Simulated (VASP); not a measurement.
Wanted: the native input for a VASP 6.6.1 run.

| Quantity | Value |
| --- | --- |
| Task | single point |
| Functional | PBE |
| Potentials or basis | VASP PAW PBE potentials, release 64 (Er, Sb, Rh_pv) |
| Cutoff | 520 eV |
| k mesh | 4 × 4 × 4 |
| Occupations | gaussian, width 0.1 eV |
| Spin | no spin polarisation |
| Dipole correction | no |
| Further INCAR settings | ALGO = Normal; EDIFF = 1e-07; NBANDS = 44 |

The structure of ErSbRh3 lies in POSCAR:

```
ErSbRh3
1.0
    4.4705927400      0.0000000000      0.0000000000
    0.0000000000      4.4705927400      0.0000000000
    0.0000000000      0.0000000000      4.4705927400
Er Sb Rh
1 1 3
Direct
    0.0000000000      0.0000000000      0.0000000000
    0.5000000000      0.5000000000      0.5000000000
    0.5000000000      0.0000000000      0.0000000000
    0.0000000000      0.5000000000      0.0000000000
    0.0000000000      0.0000000000      0.5000000000
```

The input as run:

INCAR

```
SYSTEM = ErSbRh3
ALGO = Normal ; EDIFF = 1E-7
ENCUT = 520 ; GGA = PE
ISIF = 2 ; ISMEAR = 0
LASPH = .True. ; LCHARG = .False.
LREAL = .False. ; LWAVE = .False.
NBANDS = 44 ; NELM = 100
PREC = Accurate ; SIGMA = 0.1
```

KPOINTS

```
k-points
0
Gamma
  4 4 4
  0 0 0
```

Potentials or basis: VASP PAW PBE potentials, release 64 (Er, Sb, Rh_pv).

Command:

```console
$ cat potpaw_PBE.64/Er/POTCAR potpaw_PBE.64/Sb/POTCAR potpaw_PBE.64/Rh_pv/POTCAR > POTCAR
$ mpirun -np 1 vasp_std > vasp.out
```

It gave:

```
Pressure               : 29.3 GPa
Band gap on the k mesh : zero (band 36 reaches 8.59 eV, above the bottom of band 37 at 7.92 eV)
```

Caveat: spin-orbit coupling is left out, which moves the levels of the heavy elements; without U or exact exchange the open f shell lies at the Fermi level, which spoils levels, moments and volumes.

Run time: 2.3 min on 1 thread of Intel(R) Xeon(R) Platinum 8488C (Sapphire Rapids), on a shared host, peak memory 0.23 GiB.
